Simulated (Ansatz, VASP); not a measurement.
Two plane-wave programs on C

Contents of INCAR:

```
SYSTEM = C
PREC = Accurate ; ENCUT = 520
EDIFF = 1E-6 ; ISMEAR = -1
SIGMA = 0.05 ; LREAL = .False.
LASPH = .True. ; NELM = 100
ALGO = Normal ; ISIF = 2
LWAVE = .False. ; LCHARG = .True.
GGA = RE ; LELF = .True.
LVHAR = .True. ; NBANDS = 26
```

KPOINTS

```
regular mesh
0
Gamma
  12 12 4
  0 0 0
```

File POSCAR:

```
C
1.0
    2.5221000000      0.0000000000      0.0000000000
   -1.2610500000      2.1842026709      0.0000000000
    0.0000000000      0.0000000000      8.2371000000
C
8
Direct
    0.6666666667      0.3333333333      0.8437500000
    0.3333333333      0.6666666667      0.3437500000
    0.6666666667      0.3333333333      0.6562500000
    0.3333333333      0.6666666667      0.1562500000
    0.0000000000      0.0000000000      0.9062500000
    0.0000000000      0.0000000000      0.4062500000
    0.0000000000      0.0000000000      0.5937500000
    0.0000000000      0.0000000000      0.0937500000
```

Contents of input.yaml:

```yaml
crystal:
  lattice:
    - [2.5221, 0.0, 0.0]
    - [-1.26105, 2.1842026709, 0.0]
    - [0.0, 0.0, 8.2371]
  atoms:
    - { symbol: C, position: [0.6666666667, 0.3333333333, 0.84375] }
    - { symbol: C, position: [0.3333333333, 0.6666666667, 0.34375] }
    - { symbol: C, position: [0.6666666667, 0.3333333333, 0.65625] }
    - { symbol: C, position: [0.3333333333, 0.6666666667, 0.15625] }
    - { symbol: C, position: [0.0, 0.0, 0.90625] }
    - { symbol: C, position: [0.0, 0.0, 0.40625] }
    - { symbol: C, position: [0.0, 0.0, 0.59375] }
    - { symbol: C, position: [0.0, 0.0, 0.09375] }
hamiltonian:
  xc: revpbe
  pseudopotentials: { kind: paw }
kpoints:
  mp_grid: { grid: [12, 12, 4] }
  band_path:
    path:
      - [[0.0, 0.0, 0.0], [0.5, 0.0, 0.0], [0.3333333333, 0.3333333333, 0.0], [0.0, 0.0, 0.0], [0.0, 0.0, 0.5], [0.5, 0.0, 0.5], [0.3333333333, 0.3333333333, 0.5], [0.0, 0.0, 0.5]]
      - [[0.5, 0.0, 0.5], [0.5, 0.0, 0.0]]
      - [[0.3333333333, 0.3333333333, 0.0], [0.3333333333, 0.3333333333, 0.5]]
    npoints: 10
scf:
  occupations: { method: fermi_dirac, width: 0.05 }
  n_extra_bands: 20
output:
  forces: true
  stress: true
  eigenvalues: true
  fatbands: true
  write_density: true
  write_potential: true
  elf: true
  volumetric_format: npy
```

Alike in both runs: functional revPBE; k mesh 12 × 12 × 4; occupations fermi-dirac, width 0.05 eV; no spin polarisation.

|  | VASP | Ansatz |
| --- | --- | --- |
| version | VASP 6.6.1 | Ansatz 0.2.0 |
| potentials or method | VASP PAW PBE potentials, release 64 (C) | Ansatz PAW |
| plane-wave cutoff (eV) | 520 | 420 |
| valence electrons in the cell | 32 | 32 |
| task | single point | band structure |

|  | VASP | Ansatz | Ansatz less VASP |
| --- | --- | --- | --- |
| gap on the k mesh at the Fermi level (eV) | 4.41 | 4.42 | +0.012 |
| least direct gap on the mesh (eV) | 5.18 | 5.19 | +0.011 |
| pressure (GPa) | 7.5 | 6.9 | -0.57 |
| traceless stress, the component that is largest in VASP (GPa) | 8.17 | 8.16 | -0.005 |
| rms of the force components (eV/Å) | 0.187 | 0.186 | -0.0002 |

VASP's potentials were made for PBE, not for revPBE. Atom by atom the forces differ by 0.001 eV/Å (rms over components).
